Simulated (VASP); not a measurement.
# KF: single point with PBE

KF:

```xyz
2
Lattice="0.0000 2.7103 2.7103 2.7103 0.0000 2.7103 2.7103 2.7103 0.0000" Properties=species:S:1:pos:R:3 pbc="T T T"
K     0.0000    0.0000    0.0000
F     2.7103    2.7103    2.7103
```

* Program: VASP 6.6.1
* Task: single point
* Functional: PBE
* Potentials or basis: VASP PAW PBE potentials, release 64 (K_sv, F)
* Cutoff: 520 eV
* k mesh: 8 × 8 × 8
* Occupations: gaussian, width 0.02 eV
* Spin: no spin polarisation
* Dipole correction: no
* Further INCAR settings: ALGO = Normal; EDIFF = 1e-06; NBANDS = 15

| Property | Result |
| --- | --- |
| Pressure | 0.0 GPa |
| Band gap on the k mesh | 5.95 eV |

Levels at points of the mesh, in eV from the valence-band top:
```csv
k point,band 5,band 6,band 7,band 8,band 9,band 10,band 11,band 12
"(0.00, 0.00, 0.00)",-9.54,0.00,0.00,0.00,5.95,10.56,10.56,10.56
"(0.50, 0.00, 0.00)",-9.57,-0.75,-0.31,-0.31,8.89,10.29,11.87,11.87
"(0.50, 0.50, 0.00)",-9.72,-0.23,-0.07,-0.07,8.16,10.07,11.47,13.38
```

It took 11 s on 1 thread of Intel(R) Xeon(R) Platinum 8488C (Sapphire Rapids) (shared host), peak memory 0.17 GiB.

A k mesh can miss the band edges.
